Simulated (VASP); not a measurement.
# BeSn2C2 (P-3m1) in VASP: further runs

The runs below take BeSn2C2 through relaxation of cell and atoms, with PBE.

Everything below comes from runs of VASP 6.6.1. Logs are shortened: lines on timing, memory, paths and dates and some standing lists are left out, and cuts for length are marked.

## Step 1: The cell of the first run

The structure is trigonal, space group P-3m1 (No. 164). The conventional cell has a = 3.829 Å, b = 3.829 Å, c = 6.501 Å, α = 90.00°, β = 90.00°, γ = 120.00°. Within 3.7 Å of Be (site symmetry -3m) lie 6 Sn at 2.78 Å and 6 C at 3.32 Å. Sn (site symmetry 3m) has 4 C at 2.34 Å and 3 Be at 2.78 Å within 3.1 Å. Within 3.1 Å of C (site symmetry 3m) lie 4 Sn at 2.34 Å and 3 C at 2.71 Å.

## Step 2: Relaxation of cell and atoms, PBE

INCAR reads:

```
SYSTEM = BeSn2C2
PREC     = Accurate       ! precision mode
ENCUT    = 600            ! plane-wave cutoff, eV
EDIFF    = 1E-6           ! SCF threshold, eV
ISMEAR   = 0              ! smearing method
SIGMA    = 0.1            ! smearing width, eV
LREAL    = .FALSE.        ! projectors in reciprocal space
LASPH    = .TRUE.         ! aspherical terms in the spheres
NELM     = 60             ! most SCF steps
ALGO     = Normal         ! electronic algorithm
ISIF     = 3              ! what is computed and relaxed
LWAVE    = .FALSE.        ! write WAVECAR
LCHARG   = .FALSE.        ! write CHGCAR
GGA      = PE             ! functional
IBRION   = 2              ! ionic algorithm
NSW      = 90             ! ionic steps
EDIFFG   = -0.04          ! ionic threshold
```

KPOINTS reads:

```
Automatic mesh
0
G
  6 6 4
  0 0 0
```

POSCAR reads:

```
BeSn2C2
1.0
    3.8292704793      0.0000000000      0.0000000000
   -1.9146352397      3.3162455130      0.0000000000
    0.0000000000      0.0000000000      6.5013511212
Be Sn C
1 2 2
Direct
    0.0000000000      0.0000000000      0.0000000000
    0.3333333333      0.6666666667      0.2600000000
    0.6666666667      0.3333333333      0.7400000000
    0.3333333333      0.6666666667      0.6200000000
    0.6666666667      0.3333333333      0.3800000000
```

Potentials or basis: VASP PAW PBE potentials, release 64 (Be, Sn_d, C).

Launch:

```bash
> cat potpaw_PBE.64/Be/POTCAR potpaw_PBE.64/Sn_d/POTCAR potpaw_PBE.64/C/POTCAR > POTCAR
> mpirun -np 1 vasp_std > vasp.out
```

OUTCAR:

```text
SYSTEM = BeSn2C2
   PREC = Accurate
   ENCUT = 600
   EDIFF = 1E-6
   ISMEAR = 0
   LREAL = .FALSE.
   LASPH = .TRUE.
   NELM = 60
   ISIF = 3
   GGA = PE
   IBRION = 2
   NSW = 90
   EDIFFG = -0.04

 ion  position               nearest neighbor table
   1  0.000  0.000  0.000-   2 2.78   3 2.78   2 2.78   3 2.78   3 2.78   2 2.78
   2  0.333  0.667  0.260-   4 2.34   5 2.34   5 2.34   5 2.34   1 2.78   1 2.78   1 2.78
   3  0.667  0.333  0.740-   5 2.34   4 2.34   4 2.34   4 2.34   1 2.78   1 2.78   1 2.78
   4  0.333  0.667  0.620-   2 2.34   3 2.34   3 2.34   3 2.34
   5  0.667  0.333  0.380-   3 2.34   2 2.34   2 2.34   2 2.34

  LATTYP: Found a hexagonal cell.
 ALAT       =     3.8292704793
 C/A-ratio  =     1.6978041004

  Lattice vectors:

 A1 = (   3.8292704793,   0.0000000000,   0.0000000000)
 A2 = (  -1.9146352397,   3.3162455130,   0.0000000000)
 A3 = (   0.0000000000,   0.0000000000,   6.5013511212)

Analysis of symmetry for initial positions (statically):
=====================================================================
 Subroutine PRICEL returns:
 Original cell was already a primitive cell.

 Routine SETGRP: Setting up the symmetry group for a
 hexagonal supercell.

 Subroutine GETGRP returns: Found 12 space group operations
 (whereof 12 operations were pure point group operations)
 out of a pool of 24 trial point group operations.

The static configuration has the point symmetry D_3d.

Analysis of symmetry for dynamics (positions and initial velocities):
=====================================================================
 Subroutine PRICEL returns:
 Original cell was already a primitive cell.

 Routine SETGRP: Setting up the symmetry group for a
 hexagonal supercell.

 Subroutine GETGRP returns: Found 12 space group operations
 (whereof 12 operations were pure point group operations)
 out of a pool of 24 trial point group operations.

The dynamic configuration has the point symmetry D_3d.

 Subroutine INISYM returns: Found 12 space group operations
 (whereof 12 operations are pure point group operations),
 and found     1 'primitive' translations

----------------------------------------------------------------------------------------

                                     Primitive cell

  volume of cell :      82.5594

  direct lattice vectors                    reciprocal lattice vectors
     3.829270479  0.000000000  0.000000000     0.261146348  0.150772914  0.000000000
[... 95 lines left out ...]
   IBRION =      2    ionic relax: 0-MD 1-quasi-New 2-CG
   NFREE  =      1    steps in history (QN), initial steepest desc. (CG)
   ISIF   =      3    stress and relaxation
   ISYM   =      2    0-nonsym 1-usesym 2-fastsym
   POTIM  = 0.5000    time-step for ionic-motion
   TEBEG  =    0.0;   TEEND  =   0.0 temperature during run
   PSTRESS=    0.0 pullay stress
   NELECT =      38.0000    total number of electrons
   NUPDOWN=      -1.0000    fix difference up-down
   EMIN   =  10.00;   EMAX   =-10.00  energy-range for DOS
   EFERMI =   0.00;   METHOD = LEGACY
   ISMEAR =     0;   SIGMA  =   0.10  broadening in eV -4-tet -1-fermi 0-gaus
   EFERMI_NEDOS =   21; number of points for ismear=-14 and -15
   IALGO  =     38    algorithm
   IMIX   =      4    mixing-type and parameters
     AMIX     =   0.40;   BMIX     =  1.00
     AMIX_MAG =   1.60;   BMIX_MAG =  1.00
  volume/ion in A,a.u.               =      16.51       111.43
  Fermi-wavevector in a.u.,A,eV,Ry     =   1.264001  2.388615 21.737991  1.597697
  Thomas-Fermi vector in A             =   2.397328
   LORBIT       =      0    0 simple, 1 ext, 2 COOP (PROOUT), +10 PAW based schemes
   GGA     = PE    functional components
   LHFCALC =     F    Hartree Fock is set to
   AEXX    =    0.0000 exact exchange contribution
   IVDW    =     0    specifies the selected vdW correction
   LEPSILON=     F    determine dielectric tensor
   LRPA    =     F    only Hartree local field effects (RPA)
 conjugate gradient relaxation of ions
 non-spin polarized calculation
 Gauss-broadening in eV      SIGMA  =   0.10
  energy-cutoff  :      600.00
  volume of cell :       82.56
 maximum number of plane-waves:      2798
 NGX is ok and might be reduce to    32

--------------------------------------- Ionic step        1  -------------------------------------------

 number of electron      38.0000005 magnetization

 Free energy of the ion-electron system (eV)
  ---------------------------------------------------
  ext. energy  EPLUGINS =         0.00000000
  ---------------------------------------------------
  free energy    TOTEN  =       -21.79924211 eV

  energy without entropy =      -21.78324845  energy(sigma->0) =      -21.79124528

------------------------ aborting loop because EDIFF is reached ----------------------------------------

  FORCE on cell =-STRESS in cart. coord.  units (eV):
  Direction    XX          YY          ZZ          XY          YZ          ZX
  --------------------------------------------------------------------------------------
  -------------------------------------------------------------------------------------
  Total       -2.3349142     -2.3349142     -1.3117567      0.0000000      0.0000000     -0.0000000
  in kB      -45.3122011    -45.3122011    -25.4564315      0.0000000      0.0000000     -0.0000000
  external PRESSURE =     -38.6936112 kB  Pullay stress =       0.0000000 kB
[... 98 lines left out ...]
  FREE ENERGIE OF THE ION-ELECTRON SYSTEM (eV)
  ---------------------------------------------------
  free  energy   TOTEN  =       -21.9892998914 eV

  energy  without entropy=      -21.9773286457  energy(sigma->0) =      -21.98331427

[... ionic steps 4 to 12 ...]

--------------------------------------- Ionic step       13  -------------------------------------------

 number of electron      37.9999998 magnetization

------------------------ aborting loop because EDIFF is reached ----------------------------------------
[... 73 lines left out ...]
--------------------------------------- Ionic step       15  -------------------------------------------

 number of electron      37.9999999 magnetization

 Free energy of the ion-electron system (eV)
  ---------------------------------------------------
  ext. energy  EPLUGINS =         0.00000000
  ---------------------------------------------------
  free energy    TOTEN  =       -22.23537430 eV

  energy without entropy =      -22.21996205  energy(sigma->0) =      -22.22766817

 E-fermi :   6.7903     XC(G=0): -10.2897

 val. band max:        6.7853045629   @ k =   0.0000   0.1667   0.2500
 cond. band min:       6.8343118231   @ k =   0.5000  -0.0000   0.2500
 fundamental gap:      0.0490072602
 Fermi energy:         6.7902569472

 k-point     1 :       0.0000    0.0000    0.0000
  band No.  band energies     occupation
      1     -14.7173      2.00000
      2     -14.6865      2.00000
      3     -14.6516      2.00000
      4     -14.6516      2.00000
      5     -14.6293      2.00000
      6     -14.6293      2.00000
[... 645 lines left out ...]
  FREE ENERGIE OF THE ION-ELECTRON SYSTEM (eV)
  ---------------------------------------------------
  free  energy   TOTEN  =       -22.2353742989 eV

  energy  without entropy=      -22.2199620474  energy(sigma->0) =      -22.22766817

 reached required accuracy - stopping structural energy minimisation
```

CONTCAR:

```text
BeSn2C2
   1.00000000000000
     3.6864319789035984    0.0000000000022724   -0.0000000000000000
    -1.8432159894979663    3.1925437430212389    0.0000000000000000
    -0.0000000000000001   -0.0000000000000000    7.0473978309028800
  Be              Sn              C
     1     2     2
Direct
     0.0000000000000000    1.0000000000000000    0.0000000000000000
     0.3333333332999970    0.6666666667000030    0.2885971544444202
     0.6666666667000030    0.3333333332999970    0.7114028455555798
     0.3333333332999970    0.6666666667000030    0.6501595752463530
     0.6666666667000030    0.3333333332999970    0.3498404247536469

  0.00000000E+00  0.00000000E+00  0.00000000E+00
  0.00000000E+00  0.00000000E+00  0.00000000E+00
  0.00000000E+00  0.00000000E+00  0.00000000E+00
  0.00000000E+00  0.00000000E+00  0.00000000E+00
  0.00000000E+00  0.00000000E+00  0.00000000E+00
```

It took 13 min on 1 thread of Oxide Virtual Turin-like, shared host; peak memory 0.23 GiB.

What came out:

| Quantity | Value |
| --- | --- |
| Free energy | -22.2354 eV |
| Relaxed volume | 16.59 Å³/atom |
| Relaxed cell | a = 3.686 Å, b = 3.686 Å, c = 7.047 Å, α = 90.00°, β = 90.00°, γ = 120.00° |
| Space group after relaxing (to 0.05 Å) | P-3m1 (No. 164) |
| Energy gained by relaxing | 87.2 meV/atom |
| Ionic steps | 15 |
| Pressure after relaxing | 0.0 GPa |
| Largest force after relaxing | 0.038 eV/Å |
| Band gap on the k mesh | zero (band 19 reaches 6.98 eV, above the bottom of band 20 at 5.45 eV) |

Forces on the atoms (eV/Å):
```
Be   0.000  0.000  0.000
Sn   0.000  0.000 -0.038
Sn   0.000  0.000  0.038
C    0.000  0.000  0.015
C    0.000  0.000 -0.015
```

Step by step:
| step | energy change (eV) | largest force (eV/Å) | pressure (GPa) | volume (Å³) |
| --- | --- | --- | --- | --- |
| 1 | 0.0000 | 0.9405 | -3.87 | 82.56 |
| 2 | -0.1762 | 1.0081 | 1.48 | 77.88 |
| 3 | -0.1901 | 0.9591 | 3.93 | 76.27 |
| 4 | -0.3108 | 0.4666 | 3.69 | 76.79 |
| 5 | -0.3682 | 0.1111 | 3.55 | 77.35 |
| 6 | -0.3740 | 0.1237 | 3.50 | 77.58 |
| 7 | -0.4011 | 0.2456 | -1.33 | 81.48 |
| 8 | -0.4049 | 0.1978 | -0.16 | 80.43 |
| 9 | -0.4134 | 0.1595 | -0.13 | 80.67 |
| 10 | -0.4278 | 0.0646 | 0.11 | 81.30 |
| 11 | -0.4270 | 0.1840 | 0.82 | 82.50 |
| 12 | -0.4317 | 0.1097 | 0.44 | 81.93 |
| 13 | -0.4334 | 0.0716 | -0.65 | 83.21 |
| 14 | -0.4337 | 0.0823 | -0.36 | 82.86 |
| 15 | -0.4361 | 0.0384 | -0.03 | 82.94 |

Final structure:
```cif
data_structure
_symmetry_space_group_name_H-M 'P 1'
_symmetry_Int_Tables_number 1
_cell_length_a 3.6864
_cell_length_b 3.6864
_cell_length_c 7.0474
_cell_angle_alpha 90.000
_cell_angle_beta 90.000
_cell_angle_gamma 120.000
_cell_volume 82.94
loop_
_atom_site_label
_atom_site_type_symbol
_atom_site_fract_x
_atom_site_fract_y
_atom_site_fract_z
_atom_site_occupancy
Be1 Be 0.00000 0.00000 0.00000 1
Sn1 Sn 0.33333 0.66667 0.28860 1
Sn2 Sn 0.66667 0.33333 0.71140 1
C1 C 0.33333 0.66667 0.65016 1
C2 C 0.66667 0.33333 0.34984 1
```

Caveat: spin-orbit coupling is left out, which moves the levels of the heavy elements.

## Step 3: Relaxation of cell and atoms, PBE

This run uses another cell than the first one, of the same volume but with other edges.

INCAR reads:

```
ALGO = Normal
EDIFF = 1E-6
EDIFFG = -0.01
ENCUT = 600
GGA = PE
IBRION = 2
ISIF = 3
ISMEAR = 0
LASPH = True
LCHARG = False
LREAL = False
LWAVE = False
NELM = 60
NSW = 100
PREC = Accurate
SIGMA = 0.1
```

KPOINTS reads:

```
k-points
0
Gamma
  12 12 6
```

POSCAR reads:

```
BeSn2C2
1.0
    3.6875090847      0.0000000000      0.0000000000
   -1.8437545423      3.1934765440      0.0000000000
    0.0000000000      0.0000000000      7.0036600199
Be Sn C
1 2 2
Direct
    0.0000000000      0.0000000000      0.0000000000
    0.3333333333      0.6666666667      0.2873305452
    0.6666666667      0.3333333333      0.7126694548
    0.3333333333      0.6666666667      0.6514121026
    0.6666666667      0.3333333333      0.3485878974
```

Potentials or basis: VASP PAW PBE potentials, release 64 (Be, Sn_d, C).

Launch:

```bash
> cat potpaw_PBE.64/Be/POTCAR potpaw_PBE.64/Sn_d/POTCAR potpaw_PBE.64/C/POTCAR > POTCAR
> mpirun -np 1 vasp_std > vasp.out
```

OUTCAR:

```text
EDIFF = 1E-6
   EDIFFG = -0.01
   ENCUT = 600
   GGA = PE
   IBRION = 2
   ISIF = 3
   ISMEAR = 0
   LASPH = True
   LREAL = False
   NELM = 60
   NSW = 100
   PREC = Accurate

 ion  position               nearest neighbor table
   1  0.000  0.000  0.000-   2 2.93   3 2.93   2 2.93   3 2.93   3 2.93   2 2.93
   2  0.333  0.667  0.287-   5 2.17   5 2.17   5 2.17   4 2.55   1 2.93   1 2.93   1 2.93   3 3.66
                             3 3.66   3 3.66
   3  0.667  0.333  0.713-   4 2.17   4 2.17   4 2.17   5 2.55   1 2.93   1 2.93   1 2.93   2 3.66
                             2 3.66   2 3.66
   4  0.333  0.667  0.651-   3 2.17   3 2.17   3 2.17   2 2.55
   5  0.667  0.333  0.349-   2 2.17   2 2.17   2 2.17   3 2.55

  LATTYP: Found a hexagonal cell.
 ALAT       =     3.6875090847
 C/A-ratio  =     1.8992929533

  Lattice vectors:

 A1 = (   3.6875090847,   0.0000000000,   0.0000000000)
[... 498 lines left out ...]

 Free energy of the ion-electron system (eV)
  ---------------------------------------------------
  ext. energy  EPLUGINS =         0.00000000
  ---------------------------------------------------
  free energy    TOTEN  =       -22.25789619 eV

  energy without entropy =      -22.24670358  energy(sigma->0) =      -22.25229988

 E-fermi :   6.7689     XC(G=0): -10.3002

 val. band max:        6.7670755923   @ k =   0.3333   0.1667   0.0000
 cond. band min:       6.7727971950   @ k =  -0.0833   0.4167   0.3333
 fundamental gap:      0.0057216027
 Fermi energy:         6.7689265216

 k-point     1 :       0.0000    0.0000    0.0000
  band No.  band energies     occupation
      1     -14.6941      2.00000
      2     -14.6687      2.00000
      3     -14.6304      2.00000
      4     -14.6304      2.00000
      5     -14.6108      2.00000
      6     -14.6108      2.00000
[... 613 lines left out ...]
     22       9.4355      0.00000
     23      10.2436      0.00000

 [... further k-points ...]
[... 5 lines left out ...]
  --------------------------------------------------------------------------------------
  -------------------------------------------------------------------------------------
  Total       -0.0127495     -0.0127495     -0.0312383     -0.0000000     -0.0000000     -0.0000000
  in kB       -0.2467705     -0.2467705     -0.6046290     -0.0000000     -0.0000000     -0.0000000
  external PRESSURE =      -0.3660567 kB  Pullay stress =       0.0000000 kB
[... 20 lines left out ...]
  FREE ENERGIE OF THE ION-ELECTRON SYSTEM (eV)
  ---------------------------------------------------
  free  energy   TOTEN  =       -22.2578961906 eV

  energy  without entropy=      -22.2467035789  energy(sigma->0) =      -22.25229988

 reached required accuracy - stopping structural energy minimisation
```

CONTCAR:

```text
BeSn2C2
   1.00000000000000
     3.6717252327011787   -0.0000000000002465    0.0000000000000000
    -1.8358626163010170    3.1798073272000331   -0.0000000000000000
     0.0000000000000001   -0.0000000000000001    7.0898754898472687
  Be              Sn              C
     1     2     2
Direct
     1.0000000000000000    1.0000000000000000    0.0000000000000000
     0.3333333332999970    0.6666666667000030    0.2858502717574214
     0.6666666667000030    0.3333333332999970    0.7141497282425786
     0.3333333332999970    0.6666666667000030    0.6504644075206750
     0.6666666667000030    0.3333333332999970    0.3495355924793251

  0.00000000E+00  0.00000000E+00  0.00000000E+00
  0.00000000E+00  0.00000000E+00  0.00000000E+00
  0.00000000E+00  0.00000000E+00  0.00000000E+00
  0.00000000E+00  0.00000000E+00  0.00000000E+00
  0.00000000E+00  0.00000000E+00  0.00000000E+00
```

Run time: 23 min. Hardware: 1 thread of Oxide Virtual Turin-like, shared host; peak memory 0.35 GiB.

What came out:

| Property | Result |
| --- | --- |
| Free energy | -22.2579 eV |
| Relaxed volume | 16.56 Å³/atom |
| Relaxed cell | a = 3.672 Å, b = 3.672 Å, c = 7.090 Å, α = 90.00°, β = 90.00°, γ = 120.00° |
| Space group after relaxing (to 0.05 Å) | P-3m1 (No. 164) |
| Energy gained by relaxing | 0.3 meV/atom |
| Ionic steps | 9 |
| Pressure after relaxing | 0.0 GPa |
| Largest force after relaxing | 0.003 eV/Å |
| Band gap on the k mesh | zero (band 19 reaches 7.12 eV, above the bottom of band 20 at 5.42 eV) |

Forces on the atoms (eV/Å):
```
Be   0.000  0.000  0.000
Sn   0.000  0.000 -0.003
Sn   0.000  0.000  0.003
C    0.000  0.000  0.001
C    0.000  0.000 -0.001
```

The path:
| step | energy change (eV) | largest force (eV/Å) | pressure (GPa) | volume (Å³) |
| --- | --- | --- | --- | --- |
| 1 | 0.0000 | 0.0565 | 0.01 | 82.47 |
| 2 | -0.0005 | 0.0400 | 0.05 | 82.49 |
| 3 | -0.0013 | 0.0110 | 0.05 | 82.55 |
| 4 | -0.0013 | 0.0170 | 0.05 | 82.55 |
| 5 | -0.0014 | 0.0149 | -0.04 | 82.66 |
| 6 | -0.0014 | 0.0127 | -0.15 | 82.77 |
| 7 | -0.0014 | 0.0111 | -0.14 | 82.77 |
| 8 | -0.0015 | 0.0083 | -0.11 | 82.78 |
| 9 | -0.0016 | 0.0035 | -0.04 | 82.78 |

Final structure:
```
CELL_PARAMETERS angstrom
3.67173 0.00000 0.00000
-1.83586 3.17981 0.00000
0.00000 0.00000 7.08988
ATOMIC_POSITIONS crystal
Be 0.00000 0.00000 0.00000
Sn 0.33333 0.66667 0.28585
Sn 0.66667 0.33333 0.71415
C 0.33333 0.66667 0.65046
C 0.66667 0.33333 0.34954
```

Caveat: spin-orbit coupling is left out, which moves the levels of the heavy elements.
